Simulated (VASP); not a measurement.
The system is Ni.

```
Ni
1.0
     0.00000    1.76726    1.76726
     1.76726    0.00000    1.76726
     1.76726    1.76726    0.00000
Ni
1
Direct
  0.00000 0.00000 0.00000
```

Base run:

```yaml
Program: VASP 6.6.1
Functional: PBE
Potentials_or_basis: VASP PAW PBE potentials, release 64 (Ni)
Cutoff: 600 eV
k_mesh: 14 × 14 × 14
Occupations: fermi-dirac, width 0.1 eV
Spin: collinear spin, ferromagnetic start
Starting_moments: "[2.0] μB"
```

Its results: pressure -2.3 GPa; net moment 0.60 μB per cell; site moments Ni +0.61 μB.

Problem. The run is repeated on the same cell with these changes: occupations from fermi-dirac, width 0.1 eV to fermi-dirac, width 0.003 eV. What comes out?

Solution. Pressure -3.1 GPa; net moment 0.58 μB per cell; site moments Ni +0.60 μB.

Caveats: the cell stands under tension (at least some runs).
